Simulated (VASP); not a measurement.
# AlRu (Pm-3m) in VASP: vibrations by perturbation theory with PBE

Aim: the vibrations by perturbation theory of AlRu with PBE.

Everything below comes from runs of VASP 6.6.1. Logs are shortened: lines on timing, memory, paths and dates and some standing lists are left out, and cuts for length are marked.

## Step 1: The cell of the first run

It takes space group Pm-3m (No. 221, cubic). Conventional cell: a = 3.004 Å, b = 3.004 Å, c = 3.004 Å, α = 90.00°, β = 90.00°, γ = 90.00°. Ru (site symmetry m-3m) has 8 Al at 2.60 Å and 6 Ru at 3.00 Å within 3.4 Å. Within 3.4 Å of Al (site symmetry m-3m) lie 8 Ru at 2.60 Å and 6 Al at 3.00 Å.

## Step 2: Vibrations by perturbation theory, PBE

Input file INCAR:

```
SYSTEM = AlRu
PREC = Accurate ; ENCUT = 520
EDIFF = 1E-8 ; ISMEAR = 0
SIGMA = 0.1 ; LREAL = .False.
LASPH = .True. ; NELM = 80
ALGO = Normal ; ISIF = 2
LWAVE = .False. ; LCHARG = .False.
GGA = PE ; IBRION = 8
NSW = 1
```

Input file KPOINTS:

```
Automatic mesh
0
Gamma
  16 16 16
  0 0 0
```

Input file POSCAR:

```
AlRu
1.0
    3.0040345960      0.0000000000      0.0000000000
    0.0000000000      3.0040345960      0.0000000000
    0.0000000000      0.0000000000      3.0040345960
Ru Al
1 1
Direct
    0.0000000000      0.0000000000      0.0000000000
    0.5000000000      0.5000000000      0.5000000000
```

Potentials or basis: VASP PAW PBE potentials, release 64 (Ru_pv, Al).

Launch:

```bash
cat potpaw_PBE.64/Ru_pv/POTCAR potpaw_PBE.64/Al/POTCAR > POTCAR
mpirun -np 1 vasp_std > vasp.out
```

OUTCAR:

```text
SYSTEM = AlRu
   PREC = Accurate
   ENCUT = 520
   EDIFF = 1E-8
   ISMEAR = 0
   LREAL = .False.
   LASPH = .True.
   NELM = 80
   ISIF = 2
   GGA = PE
   IBRION = 8
   NSW = 1

 ion  position               nearest neighbor table
   1  0.000  0.000  0.000-   2 2.60   2 2.60   2 2.60   2 2.60   2 2.60   2 2.60   2 2.60   2 2.60

   2  0.500  0.500  0.500-   1 2.60   1 2.60   1 2.60   1 2.60   1 2.60   1 2.60   1 2.60   1 2.60

  LATTYP: Found a simple cubic cell.
 ALAT       =     3.0040345960

  Lattice vectors:

 A1 = (   3.0040345960,   0.0000000000,   0.0000000000)
 A2 = (   0.0000000000,   3.0040345960,   0.0000000000)
 A3 = (   0.0000000000,   0.0000000000,   3.0040345960)

Analysis of symmetry for initial positions (statically):
=====================================================================
 Subroutine PRICEL returns:
 Original cell was already a primitive cell.

 Routine SETGRP: Setting up the symmetry group for a
 simple cubic supercell.

 Subroutine GETGRP returns: Found 48 space group operations
 (whereof 48 operations were pure point group operations)
 out of a pool of 48 trial point group operations.

The static configuration has the point symmetry O_h .

Analysis of symmetry for dynamics (positions and initial velocities):
=====================================================================
 Subroutine PRICEL returns:
 Original cell was already a primitive cell.

 Routine SETGRP: Setting up the symmetry group for a
 simple cubic supercell.

 Subroutine GETGRP returns: Found 48 space group operations
 (whereof 48 operations were pure point group operations)
 out of a pool of 48 trial point group operations.

The dynamic configuration has the point symmetry O_h .

 Subroutine INISYM returns: Found 48 space group operations
 (whereof 48 operations are pure point group operations),
 and found     1 'primitive' translations

----------------------------------------------------------------------------------------

                                     Primitive cell

  volume of cell :      27.1091

  direct lattice vectors                    reciprocal lattice vectors
     3.004034596  0.000000000  0.000000000     0.332885647  0.000000000  0.000000000
     0.000000000  3.004034596  0.000000000     0.000000000  0.332885647  0.000000000
     0.000000000  0.000000000  3.004034596     0.000000000  0.000000000  0.332885647

  length of vectors
     3.004034596  3.004034596  3.004034596     0.332885647  0.332885647  0.332885647

  position of ions in fractional coordinates (direct lattice)
     0.000000000  0.000000000  0.000000000
     0.500000000  0.500000000  0.500000000

  ion indices of the primitive-cell ions
   primitive index   ion index
                 1           1
                 2           2

----------------------------------------------------------------------------------------

 KPOINTS: Automatic mesh

Automatic generation of k-mesh.
 Grid dimensions read from file:
 generate k-points for:   16   16   16

 Generating k-lattice:

  Cartesian coordinates                     Fractional coordinates (reciprocal lattice)
     0.020805353  0.000000000  0.000000000     0.062500000  0.000000000  0.000000000
     0.000000000  0.020805353  0.000000000     0.000000000  0.062500000  0.000000000
     0.000000000  0.000000000  0.020805353     0.000000000  0.000000000  0.062500000

[... 86 lines left out ...]
   LRPA    =     F    only Hartree local field effects (RPA)
 non-spin polarized calculation
 Gauss-broadening in eV      SIGMA  =   0.10
  energy-cutoff  :      520.00
  volume of cell :       27.11
 maximum number of plane-waves:       743
 NGX is ok and might be reduce to    24
   NGX = 11   NGY = 11   NGZ = 11

--------------------------------------- Ionic step        1  -------------------------------------------

 number of electron      16.9999996 magnetization

 Free energy of the ion-electron system (eV)
  ---------------------------------------------------
  ext. energy  EPLUGINS =         0.00000000
  ---------------------------------------------------
  free energy    TOTEN  =       -14.26184430 eV

  energy without entropy =      -14.25295861  energy(sigma->0) =      -14.25740146

 E-fermi :  10.5568     XC(G=0): -12.5023

 val. band max:       10.5538018590   @ k =   0.4375   0.4375   0.1250
 cond. band min:      10.5638536073   @ k =   0.0625   0.0625   0.0625
 fundamental gap:      0.0100517482
 Fermi energy:        10.5567938466

 k-point     1 :       0.0000    0.0000    0.0000
  band No.  band energies     occupation
      1     -31.2214      2.00000
      2     -31.2214      2.00000
      3     -31.2214      2.00000
      4       0.9405      2.00000
      5       7.0430      2.00000
      6       7.0430      2.00000
      7      10.7167      0.02369
      8      10.7168      0.02369
      9      10.7168      0.02369
     10      16.5611      0.00000
     11      16.5611      0.00000
     12      16.5611      0.00000
[... 331 lines left out ...]
 k-point    24 :       0.5000    0.1250    0.0000
  band No.  band energies     occupation
      1     -31.4170      2.00000
      2     -31.2327      2.00000
      3     -31.2019      2.00000
      4       5.0216      2.00000
      5       5.0858      2.00000
      6       7.9902      2.00000
      7       8.9328      2.00000
      8       9.0248      2.00000
      9      10.6836      0.07300
     10      12.7614      0.00000
     11      18.1037      0.00000
     12      20.0909      0.00000

 [... further k-points ...]

------------------------ aborting loop because EDIFF is reached ----------------------------------------

  FORCE on cell =-STRESS in cart. coord.  units (eV):
  Direction    XX          YY          ZZ          XY          YZ          ZX
  --------------------------------------------------------------------------------------
  -------------------------------------------------------------------------------------
  Total       -0.0087627     -0.0087627     -0.0087627      0.0000000      0.0000000      0.0000000
  in kB       -0.5178832     -0.5178832     -0.5178832      0.0000000      0.0000000      0.0000000
  external PRESSURE =      -0.5178832 kB  Pullay stress =       0.0000000 kB

 VOLUME and BASIS-vectors are now :
 -----------------------------------------------------------------------------
  energy-cutoff  :      520.00
  volume of cell :       27.11
      direct lattice vectors                 reciprocal lattice vectors
     3.004034596  0.000000000  0.000000000     0.332885647  0.000000000  0.000000000
     0.000000000  3.004034596  0.000000000     0.000000000  0.332885647  0.000000000
     0.000000000  0.000000000  3.004034596     0.000000000  0.000000000  0.332885647

 POSITION                                       TOTAL-FORCE (eV/Angst)
 -----------------------------------------------------------------------------------
      0.00000      0.00000      0.00000         0.000000      0.000000      0.000000
      1.50202      1.50202      1.50202         0.000000      0.000000      0.000000
 -----------------------------------------------------------------------------------
    total drift:                                0.000000      0.000000      0.000000

  FREE ENERGIE OF THE ION-ELECTRON SYSTEM (eV)
  ---------------------------------------------------
  free  energy   TOTEN  =       -14.2618443029 eV

  energy  without entropy=      -14.2529586106  energy(sigma->0) =      -14.25740146

[... ionic steps 2 to 3 ...]

--------------------------------------- Ionic step        4  -------------------------------------------

------------------------ aborting loop because EDIFF is reached ----------------------------------------

[... ionic steps 5 to 6 ...]

--------------------------------------- Ionic step        7  -------------------------------------------

 Free energy of the ion-electron system (eV)
  ---------------------------------------------------
  ---------------------------------------------------
  free energy    TOTEN  =        -0.00607038 eV

  energy without entropy =       -0.00607038

------------------------ aborting loop because EDIFF is reached ----------------------------------------

 INTERNAL STRAIN TENSOR  FOR ION    2  DIRECTION 1   (eV/Angst):
 -----------------------------------------------------------------------------
    -0.03257 -0.00000  0.00000
    -0.00000  0.01397 -0.00000
     0.00000 -0.00000  0.01397

 INTERNAL STRAIN TENSOR FOR ION    2 for displacements in x,y,z  (eV/Angst):
          X           Y           Z          XY          YZ          ZX
  --------------------------------------------------------------------------------
  x     0.00000     0.00000     0.00000     0.00000     0.00000     0.00000
  y     0.00000     0.00000     0.00000     0.00000     0.00000     0.00000
  z     0.00000     0.00000     0.00000     0.00000     0.00000     0.00000

 SECOND DERIVATIVES (NOT SYMMETRIZED)
 ------------------------------------
               1X          1Y          1Z          2X          2Y          2Z
  1X    -7.455320    0.000000   -0.000000    7.455320   -0.000000    0.000000
  1Y    -0.000000   -7.455320    0.000000    0.000000    7.455320   -0.000000
  1Z    -0.000000   -0.000000   -7.455320    0.000000    0.000000    7.455320
  2X     7.461393    0.000000   -0.000000   -7.461393   -0.000000    0.000000
  2Y     0.000000    7.461393   -0.000000   -0.000000   -7.461393    0.000000
  2Z     0.000000    0.000000    7.461393   -0.000000   -0.000000   -7.461393

 Eigenvectors and eigenvalues of the dynamical matrix
 ----------------------------------------------------

   1 f  =    9.252834 THz    58.137271 2PiTHz  308.641323 cm-1    38.266630 meV
             X         Y         Z           dx          dy          dz
      0.000000  0.000000  0.000000    -0.458879    0.000000    0.000000
      1.502017  1.502017  1.502017     0.888499    0.000000    0.000000
[... 21 lines left out ...]
   6 f/i=    0.001536 THz     0.009650 2PiTHz    0.051229 cm-1     0.006352 meV
             X         Y         Z           dx          dy          dz
      0.000000  0.000000  0.000000    -0.000000    0.000000   -0.888499
      1.502017  1.502017  1.502017     0.000000    0.000000   -0.458879

--------------------------------------------------------------------------------------------------------

 ELASTIC MODULI CONTR FROM IONIC RELAXATION (kBar)
 Direction    XX          YY          ZZ          XY          YZ          ZX
 --------------------------------------------------------------------------------
 XX           0.0000      0.0000      0.0000      0.0000      0.0000      0.0000
 YY           0.0000      0.0000      0.0000      0.0000      0.0000      0.0000
 ZZ           0.0000      0.0000      0.0000      0.0000      0.0000      0.0000
 XY           0.0000      0.0000      0.0000      0.0000      0.0000      0.0000
 YZ           0.0000      0.0000      0.0000      0.0000      0.0000      0.0000
 ZX           0.0000      0.0000      0.0000      0.0000      0.0000      0.0000
 --------------------------------------------------------------------------------
```

It took 2.4 min on 1 thread of Intel Xeon Platinum 8488C (Sapphire Rapids), shared host; peak memory 0.39 GiB.

Results:

- Highest phonon frequency at Γ: 309 cm⁻¹

Phonon frequencies in cm⁻¹ (negative: imaginary):
```tsv
q point	frequencies
(0.000, 0.000, 0.000)	0 0 0 309 309 309
```
